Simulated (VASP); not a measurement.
Li, 1 atom in the cell. It takes space group Im-3m (No. 229, cubic). The conventional cell has a = 3.509 Å, b = 3.509 Å, c = 3.509 Å, α = 90.00°, β = 90.00°, γ = 90.00°. Within 4.0 Å of Li (site symmetry m-3m) lie 14 Li at 3.04 to 3.51 Å. 

| Item | Value |
| --- | --- |
| Program | VASP 6.6.1 |
| Task | single point |
| Functional | PBE |
| Potentials or basis | VASP PAW PBE potentials, release 64 (Li_sv) |
| Cutoff | 520 eV |
| k mesh | 11 × 11 × 11 |
| Occupations | gaussian, width 0.015 eV |
| Spin | no spin polarisation |
| Dipole correction | no |
| Further INCAR settings | ALGO = Fast; EDIFF = 1e-07; NBANDS = 8 |

Potentials or basis: VASP PAW PBE potentials, release 64 (Li_sv).

Launch:

```sh
$ cat potpaw_PBE.64/Li_sv/POTCAR > POTCAR
$ mpirun -np 1 vasp_std > vasp.out
```

Hardware: 1 thread of Intel Xeon 6975P-C (shared host).

Question: Estimate the wall time of this run.

Answer: It took 7 s on 1 thread of Intel Xeon 6975P-C, with other jobs on the host, peak memory 0.13 GiB. Counts: scf iterations 16, k points 56.
